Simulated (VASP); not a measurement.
Ge: relaxation of cell and atoms with PBE

Crystal: Ge.

```
Ge
1.0
     2.67028    0.00000    0.00000
     0.00000    2.67028    0.00000
     0.00000    0.00000    2.86219
Ge
1
Direct
  0.50000 0.50000 0.00000
```

```json
{
  "Program": "VASP 6.6.1",
  "Task": "relaxation of cell and atoms",
  "Functional": "PBE",
  "Potentials or basis": "VASP PAW PBE potentials, release 64 (Ge_d)",
  "Cutoff": "600 eV",
  "k mesh": "6 × 6 × 6",
  "Occupations": "gaussian, width 0.1 eV",
  "Spin": "no spin polarisation",
  "Dipole correction": "no",
  "Further INCAR settings": "ALGO = Normal; EDIFF = 1e-06; IBRION = 2; EDIFFG = -0.04; NSW = 90; ISIF = 3"
}
```

| Item | Value |
| --- | --- |
| Relaxed volume | 19.87 Å³/atom |
| Relaxed cell | a = 2.699 Å, b = 2.699 Å, c = 2.728 Å, α = 90.00°, β = 90.00°, γ = 90.00° |
| Space group after relaxing (to 0.05 Å) | Pm-3m (No. 221) |
| Energy gained by relaxing | 28.6 meV/atom |
| Ionic steps | 5 |
| Pressure after relaxing | 0.1 GPa |
| Band gap on the k mesh | zero (band 7 reaches 12.26 eV, above the bottom of band 8 at 3.44 eV) |

Stress tensor (GPa, compression positive):
```
 0.13  0.00  0.00
 0.00  0.13  0.00
 0.00  0.00 -0.04
```

The path:
```
step  energy change (eV)  largest force (eV/Å)  pressure (GPa)  volume (Å³)
   1              0.0000                0.0000           -1.48        20.41
   2             -0.0282                0.0000            0.13        19.84
   3             -0.0285                0.0000            0.33        19.79
   4             -0.0286                0.0000           -0.44        19.90
   5             -0.0286                0.0000            0.07        19.87
```

Final structure:
```
Ge
1.0
     2.69860    0.00000    0.00000
     0.00000    2.69860    0.00000
     0.00000    0.00000    2.72784
Ge
1
Direct
  0.50000 0.50000 0.00000
```

Levels at points of the mesh, in eV from the Fermi level:
```csv
k point,band 4,band 5,band 6,band 7,band 8,band 9,band 10,band 11
"(0.00, 0.00, 0.00)",-24.51,-24.51,-12.82,6.26,6.66,6.66,9.84,10.07
"(0.50, 0.00, 0.00)",-24.56,-24.51,-9.04,-5.65,9.16,9.57,13.16,15.04
"(0.50, 0.50, 0.00)",-24.57,-24.43,-5.03,-2.56,-2.56,3.15,12.00,19.10
"(0.00, 0.00, 0.50)",-24.57,-24.50,-9.22,-5.65,9.43,9.43,13.18,15.26
"(0.50, 0.00, 0.50)",-24.57,-24.44,-5.22,-2.69,-2.54,3.10,12.27,19.32
"(0.50, 0.50, 0.50)",-24.44,-24.43,-0.61,0.20,0.20,0.38,6.77,6.86
```

Wall time 14 s on 1 thread of AMD EPYC 9R45 96-Core Processor (Zen 5), on a shared host, peak memory 0.11 GiB.

Caveat: the k points lie up to 0.39 Å⁻¹ apart in the final cell.
